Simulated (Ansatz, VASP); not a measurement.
ZnCu in VASP and in Ansatz

Contents of INCAR:

```
SYSTEM = ZnCu
  PREC = Accurate
  ENCUT = 600
  EDIFF = 1E-6
  ISMEAR = 0
  SIGMA = 0.1
  LREAL = .FALSE.
  LASPH = .TRUE.
  NELM = 60
  ALGO = Fast
  ISIF = 3
  LWAVE = .FALSE.
  LCHARG = .FALSE.
  GGA = PE
  IBRION = 2
  NSW = 90
  EDIFFG = -0.04
```

The input KPOINTS:

```
Automatic mesh
0
G
  6 6 2
  0 0 0
```

File POSCAR:

```
ZnCu
1.0
    3.0392489460      0.0000000000      0.0000000000
   -1.5196244730      2.6320667957      0.0000000000
    0.0000000000      0.0000000000     13.1404085819
Zn Cu
4 4
Direct
    0.3333333333      0.6666666667      0.1700000000
    0.6666666667      0.3333333333      0.6700000000
    0.3333333333      0.6666666667      0.3300000000
    0.6666666667      0.3333333333      0.8300000000
    0.3333333333      0.6666666667      0.6000000000
    0.6666666667      0.3333333333      0.1000000000
    0.3333333333      0.6666666667      0.9000000000
    0.6666666667      0.3333333333      0.4000000000
```

Input for Ansatz:

```yaml
crystal:
  lattice:
    - [3.039248946, 0.0, 0.0]
    - [-1.519624473, 2.6320667957, 0.0]
    - [0.0, 0.0, 13.1404085819]
  atoms:
    - { symbol: Zn, position: [0.3333333333, 0.6666666667, 0.17] }
    - { symbol: Zn, position: [0.6666666667, 0.3333333333, 0.67] }
    - { symbol: Zn, position: [0.3333333333, 0.6666666667, 0.33] }
    - { symbol: Zn, position: [0.6666666667, 0.3333333333, 0.83] }
    - { symbol: Cu, position: [0.3333333333, 0.6666666667, 0.6] }
    - { symbol: Cu, position: [0.6666666667, 0.3333333333, 0.1] }
    - { symbol: Cu, position: [0.3333333333, 0.6666666667, 0.9] }
    - { symbol: Cu, position: [0.6666666667, 0.3333333333, 0.4] }
basis:
  ecutwfc: 420
kpoints:
  mp_grid: { grid: [6, 6, 2] }
hamiltonian:
  xc: pbe
scf:
  occupations: { method: gaussian, width: 0.1 }
  lower_state_search: "off"
output:
  forces: true
  stress: true
  eigenvalues: true
relax:
  adjacent_minimum: "off"
  f_tol: 0.04
  max_steps: 70
  cell: { stress_tol: 0.4 }
```

Alike in both runs: task relaxation of cell and atoms; functional PBE; k mesh 6 × 6 × 2; occupations gaussian, width 0.1 eV; no spin polarisation.

|  | VASP | Ansatz |
| --- | --- | --- |
| version | VASP 6.6.1 | Ansatz 0.2.0 |
| potentials or method | VASP PAW PBE potentials, release 64 (Zn, Cu), cutoff 600 eV | scalar-relativistic, plane waves, PAW |
| valence electrons in the cell | 92 | 124 |

Ansatz gave:

| Quantity | Value |
| --- | --- |
| gap on the k mesh at the Fermi level, each at its own relaxed structure (eV) | none |
| relaxed volume (Å³/atom) | 13.72 |
| relaxed cell length with the largest relative difference (Å) | 18.108 |

**Question.** Which values does VASP return?

**Answer.** gap on the k mesh at the Fermi level, each at its own relaxed structure (eV): none; relaxed volume (Å³/atom): 13.73; relaxed cell length with the largest relative difference (Å): 18.172.

A gap of «none» marks a metal or a gap that the smearing closes. VASP's potentials hold 92 valence electrons a cell and Ansatz's 124, so a difference there can come from the potentials and not from the codes.

The k mesh is coarse, so the values compare programs but aren't converged.
